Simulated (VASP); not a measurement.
# CaO (I-4m2) in VASP: further runs, part 2 of 2

VASP 6.6.1.

## (3) Single point, r2SCAN (biaxial xy strain -0.5%)

Input file POSCAR:

```
CaO
1.0
    0.0000000000      2.5944801024      2.6067317416
    2.5944801024      0.0000000000      2.6067317416
    2.5944801024      2.5944801024      0.0000000000
Ca O
1 1
Direct
    0.0000000000      0.0000000000      0.0000000000
    0.2500000000      0.2500000000      0.2500000000
```

Input file INCAR.step1:

```
ALGO = Normal
EDIFF = 1E-4
ENCUT = 520
GGA = PE
ISMEAR = 0
LASPH = T
LCHARG = F
LREAL = F
LWAVE = T
NBANDS = 15
NELM = 80
PREC = Accurate
SIGMA = 0.01
```

Input file INCAR.step2:

```
ALGO = Normal
EDIFF = 1E-7
ENCUT = 520
ISIF = 2
ISMEAR = 0
ISTART = 1
LASPH = T
LCHARG = F
LMIXTAU = T
LREAL = F
LWAVE = F
METAGGA = R2SCAN
NBANDS = 15
NELM = 80
PREC = Accurate
SIGMA = 0.01
```

Input file KPOINTS:

```
k-points
0
Gamma
  8 8 8
```

Potentials or basis: VASP PAW PBE potentials, release 64 (Ca_sv, O).

Started as:

```
cat potpaw_PBE.64/Ca_sv/POTCAR potpaw_PBE.64/O/POTCAR > POTCAR
cp INCAR.step1 INCAR
mpirun -np 1 vasp_std > vasp.out
cp INCAR.step2 INCAR
mpirun -np 1 vasp_std > vasp.out
```

OUTCAR:

```text
EDIFF = 1E-7
   ENCUT = 520
   ISIF = 2
   ISMEAR = 0
   ISTART = 1
   LASPH = T
   LREAL = F
   METAGGA = R2SCAN
   NELM = 80
   PREC = Accurate

 ion  position               nearest neighbor table
   1  0.000  0.000  0.000-   2 2.25   2 2.25   2 2.25   2 2.25
   2  0.250  0.250  0.250-   1 2.25   1 2.25   1 2.25   1 2.25

  LATTYP: Found a body centered tetragonal cell.
 ALAT       =     3.6691489481
 C/A-ratio  =     1.4208917536

  Lattice vectors:

 A1 = (  -2.5944801024,   0.0000000000,   2.6067317416)
 A2 = (   2.5944801024,   0.0000000000,   2.6067317416)
 A3 = (   0.0000000000,   2.5944801024,  -2.6067317416)

Analysis of symmetry for initial positions (statically):
=====================================================================
 Subroutine PRICEL returns:
 Original cell was already a primitive cell.

 Routine SETGRP: Setting up the symmetry group for a
 body centered tetragonal supercell.

 Subroutine GETGRP returns: Found  8 space group operations
 (whereof  8 operations were pure point group operations)
 out of a pool of 16 trial point group operations.

The static configuration has the point symmetry D_2d.

Analysis of symmetry for dynamics (positions and initial velocities):
=====================================================================
 Subroutine PRICEL returns:
 Original cell was already a primitive cell.

 Routine SETGRP: Setting up the symmetry group for a
 body centered tetragonal supercell.

 Subroutine GETGRP returns: Found  8 space group operations
 (whereof  8 operations were pure point group operations)
 out of a pool of 16 trial point group operations.

The dynamic configuration has the point symmetry D_2d.

 Subroutine INISYM returns: Found  8 space group operations
 (whereof  8 operations are pure point group operations),
 and found     1 'primitive' translations

----------------------------------------------------------------------------------------
[... 121 lines left out ...]
   IVDW    =     0    specifies the selected vdW correction
   LEPSILON=     F    determine dielectric tensor
   LRPA    =     F    only Hartree local field effects (RPA)
 non-spin polarized calculation
 Gauss-broadening in eV      SIGMA  =   0.01
  energy-cutoff  :      520.00
  volume of cell :       35.09
 maximum number of plane-waves:       960
   NGX = 13   NGY = 13   NGZ = 13

 number of electron      15.9999997 magnetization

 Free energy of the ion-electron system (eV)
  ---------------------------------------------------
  ext. energy  EPLUGINS =         0.00000000
  ---------------------------------------------------
  free energy    TOTEN  =       -18.93718925 eV

  energy without entropy =      -18.93718925  energy(sigma->0) =      -18.93718925

 E-fermi :   0.3795     XC(G=0):  -9.6251

 val. band max:        0.1917423676   @ k =  -0.3750   0.5000   0.1250
 cond. band min:       3.9549478385   @ k =   0.0000   0.0000   0.0000
 fundamental gap:      3.7632054708
 Fermi energy:         0.3795081167

 k-point     1 :       0.0000    0.0000    0.0000
  band No.  band energies     occupation
      1     -38.3288      2.00000
      2     -18.3873      2.00000
      3     -18.3873      2.00000
      4     -18.3858      2.00000
      5     -15.5796      2.00000
      6      -0.4562      2.00000
      7      -0.4524      2.00000
      8      -0.4524      2.00000
      9       3.9549      0.00000
     10       8.8641      0.00000
     11       8.9007      0.00000
     12      10.5095      0.00000
     13      10.5524      0.00000
     14      10.5524      0.00000
[... 401 lines left out ...]
      2     -19.0488      2.00000
      3     -18.4643      2.00000
      4     -18.4522      2.00000
      5     -14.9109      2.00000
      6      -0.8781      2.00000
      7      -0.2470      2.00000
      8      -0.1727      2.00000
      9       6.3847      0.00000
     10       7.7351      0.00000
     11       9.0219      0.00000
     12       9.8610      0.00000
     13      10.5012      0.00000
     14      10.9211      0.00000
     15      13.3925      0.00000

 [... further k-points ...]

------------------------ aborting loop because EDIFF is reached ----------------------------------------

  FORCE on cell =-STRESS in cart. coord.  units (eV):
  Direction    XX          YY          ZZ          XY          YZ          ZX
  --------------------------------------------------------------------------------------
  -------------------------------------------------------------------------------------
  Total        0.3809476      0.3809476      0.3680428      0.0000000     -0.0000000      0.0000000
  in kB       17.3919720     17.3919720     16.8028103      0.0000000     -0.0000000      0.0000000
  external PRESSURE =      17.1955848 kB  Pullay stress =       0.0000000 kB

 VOLUME and BASIS-vectors are now :
 -----------------------------------------------------------------------------
  energy-cutoff  :      520.00
  volume of cell :       35.09
      direct lattice vectors                 reciprocal lattice vectors
     0.000000000  2.594480102  2.606731742    -0.192716837  0.192716837  0.191811068
     2.594480102  0.000000000  2.606731742     0.192716837 -0.192716837  0.191811068
     2.594480102  2.594480102  0.000000000     0.192716837  0.192716837 -0.191811068

 POSITION                                       TOTAL-FORCE (eV/Angst)
 -----------------------------------------------------------------------------------
      0.00000      0.00000      0.00000        -0.000000     -0.000000     -0.000000
      1.29724      1.29724      1.30337         0.000000      0.000000      0.000000
 -----------------------------------------------------------------------------------
    total drift:                               -0.000000     -0.000000     -0.000000

  FREE ENERGIE OF THE ION-ELECTRON SYSTEM (eV)
  ---------------------------------------------------
  free  energy   TOTEN  =       -18.9371892496 eV

  energy  without entropy=      -18.9371892496  energy(sigma->0) =      -18.93718925
```

It took 2.1 min on 1 thread of Intel Xeon 6975P-C (Granite Rapids), shared host; peak memory 0.18 GiB.

Results:

```
Free energy            : -18.9372 eV
Pressure               : 1.7 GPa
Band gap on the k mesh : 3.76 eV, indirect (least direct gap 4.41 eV)
```

Caveat: the cell differs from its parent crystal (biaxial xy strain -0.5%); the PAW data sets were made with another functional, which shifts forces and pressure a little.

## (4) Single point, r2SCAN (uniaxial x strain +3.9%)

Input file POSCAR:

```
CaO
1.0
    0.0000000000      2.6067317416      2.6067317416
    2.7083942795      0.0000000000      2.6067317416
    2.7083942795      2.6067317416      0.0000000000
Ca O
1 1
Direct
    0.0000000000      0.0000000000      0.0000000000
    0.2500000000      0.2500000000      0.2500000000
```

Input file INCAR.step1:

```
SYSTEM = CaO
PREC = Accurate ; ENCUT = 520
ISMEAR = 0 ; SIGMA = 0.01
LREAL = .FALSE. ; LASPH = .TRUE.
NELM = 80 ; NBANDS = 15
GGA = PE ; ALGO = Normal
EDIFF = 1E-4 ; LWAVE = .TRUE.
LCHARG = .FALSE.
```

Input file INCAR.step2:

```
SYSTEM = CaO
PREC = Accurate ; ENCUT = 520
EDIFF = 1E-6 ; ISMEAR = 0
SIGMA = 0.01 ; LREAL = .FALSE.
LASPH = .TRUE. ; NELM = 80
ALGO = Normal ; ISIF = 2
LWAVE = .FALSE. ; LCHARG = .FALSE.
METAGGA = R2SCAN ; LMIXTAU = .TRUE.
NBANDS = 15 ; ISTART = 1
```

Input file KPOINTS:

```
Automatic mesh
0
G
  8 8 8
  0 0 0
```

Started as:

```
cat potpaw_PBE.64/Ca_sv/POTCAR potpaw_PBE.64/O/POTCAR > POTCAR
cp INCAR.step1 INCAR
mpirun -np 1 vasp_std > vasp.out
cp INCAR.step2 INCAR
mpirun -np 1 vasp_std > vasp.out
```

It took 1.8 min on 1 thread of Intel Xeon 6975P-C (Granite Rapids), shared host; peak memory 0.18 GiB.

It converged, with:

```
Free energy            : -18.9332 eV
Pressure               : -2.2 GPa
Band gap on the k mesh : 3.56 eV, indirect (least direct gap 4.14 eV)
```

Stress tensor (GPa, compression positive):
```
-2.79  0.00  0.00
 0.00 -1.91  0.00
 0.00  0.00 -1.91
```

Levels at points of the mesh, in eV from the valence-band top:
```
           k point  band 6  band 7  band 8  band 9  band 10  band 11
(0.00, 0.00, 0.00)   -0.62   -0.58   -0.58    3.56     8.30     8.59
(0.50, 0.00, 0.00)   -1.01   -0.40   -0.31    6.42     8.28     8.35
(0.50, 0.50, 0.00)   -1.37   -0.07   -0.05    5.27     7.05     9.49
(0.00, 0.50, 0.50)   -1.40    0.00    0.00    5.14     6.98     9.48
```

Caveat: the cell differs from its parent crystal (uniaxial x strain +3.9%); the PAW data sets were made with another functional, which shifts forces and pressure a little. A k mesh can miss the band edges.

## (5) The runs side by side

| cell | gap on the mesh (eV) | pressure (GPa) |
| --- | --- | --- |
| a = 3.627, b = 3.627, c = 3.686 Å, angles 59.5, 59.5, 61.1°, 2 atoms | 3.83 | 3.8 |
| a = 3.678, b = 3.678, c = 3.669 Å, angles 60.1, 60.1, 59.8°, 2 atoms | 3.76 | 1.7 |
| a = 3.686, b = 3.759, c = 3.759 Å, angles 58.7, 60.6, 60.6°, 2 atoms | 3.56 | -2.2 |

Alike in all rows: task single point; level r2SCAN; potentials or basis VASP PAW PBE potentials, release 64 (Ca_sv, O); no spin polarisation; k mesh 8 × 8 × 8; cutoff (eV) 520; smearing gaussian 0.01 eV.

Caveats: the PAW data sets were made with another functional, which shifts forces and pressure a little.

Absolute energies hang on the potentials; compare differences alone.
